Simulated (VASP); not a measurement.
Input of a VASP 6.6.1 run:

INCAR

```
SYSTEM = Si
PREC = Accurate ; ENCUT = 600
EDIFF = 1E-7 ; ISMEAR = 0
SIGMA = 0.1 ; LREAL = .FALSE.
LASPH = .TRUE. ; NELM = 60
ALGO = Normal ; ISIF = 3
LWAVE = .FALSE. ; LCHARG = .FALSE.
GGA = PE ; IBRION = 2
NSW = 100 ; EDIFFG = -0.01
```

The input KPOINTS:

```
Automatic mesh
0
G
  10 10 14
  0 0 0
```

File POSCAR:

```
Si
1.0
    5.0594234590      0.0000000000      0.0000000000
    0.0000000000      5.0594234590      0.0000000000
    0.0000000000      0.0000000000      3.3021509454
Si
4
Direct
    0.5000000000      0.7646194906      0.5000000000
    0.7646194906      0.5000000000      0.0000000000
    0.2353805094      0.5000000000      0.0000000000
    0.5000000000      0.2353805094      0.5000000000
```

Potentials or basis: VASP PAW PBE potentials, release 64 (Si).

The run is started by

```console
$ cat potpaw_PBE.64/Si/POTCAR > POTCAR
$ mpirun -np 1 vasp_std > vasp.out
```

Problem. Estimate the relaxed cell.

Solution. a = 5.097 Å, b = 5.097 Å, c = 3.275 Å, α = 90.00°, β = 90.00°, γ = 90.00°.

Problem. What does it give for the band gap on the k mesh?

Solution. Zero (bands 8 and 9 overlap by 3.05 eV).

Problem. What does it give for the space group after relaxing (to 0.1 Å)?

Solution. P4_2/mmc (No. 131).

The path:
| step | energy change (eV) | largest force (eV/Å) | pressure (GPa) | volume (Å³) |
| --- | --- | --- | --- | --- |
| 1 | 0.0000 | 0.0325 | 0.48 | 84.53 |
| 2 | -0.0078 | 0.0432 | -0.20 | 85.29 |
| 3 | -0.0081 | 0.0333 | -0.11 | 85.19 |
| 4 | -0.0082 | 0.0138 | 0.06 | 85.03 |
| 5 | -0.0082 | 0.0008 | 0.01 | 85.08 |
